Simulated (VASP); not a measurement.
Input of a VASP 6.6.1 run:

The input INCAR:

```
SYSTEM = SiC
ALGO = Normal ; EDIFF = 1E-7
EDIFFG = -0.02 ; ENCUT = 520
GGA = PE ; GGA_COMPAT = .False.
IBRION = 2 ; ISIF = 2
ISMEAR = -1 ; LASPH = .True.
LCHARG = .False. ; LREAL = .False.
LWAVE = .False. ; NELM = 120
NELMIN = 4 ; NSW = 80
PREC = Accurate ; SIGMA = 0.02
```

Contents of KPOINTS:

```
k-points
0
Gamma
  17 17 17
  0 0 0
```

POSCAR

```
SiC
1.0
    0.0000000000      2.1790000000      2.1354200000
    2.1790000000      0.0000000000      2.1354200000
    2.1790000000      2.1790000000      0.0000000000
Si C
1 1
Direct
    0.0000000000      0.0000000000      0.0000000000
    0.2500000000      0.2500000000      0.2500000000
```

Potentials or basis: VASP PAW PBE potentials, release 64 (Si, C).

The run is started by

```bash
$ cat potpaw_PBE.64/Si/POTCAR potpaw_PBE.64/C/POTCAR > POTCAR
$ mpirun -np 1 vasp_std > vasp.out
```

Task: Estimate the band gap on the k mesh.

Result: 1.17 eV (least direct gap 4.56 eV).

Stress tensor (GPa, compression positive):
```
 6.24  0.00  0.00
 0.00  6.24  0.00
 0.00  0.00 11.22
```

Caveat: the cell differs from its parent crystal (z stretched by -2 %); the relaxation stopped at its first step, so nothing moved; an odd mesh through Γ misses points on the zone boundary, where band edges can lie.
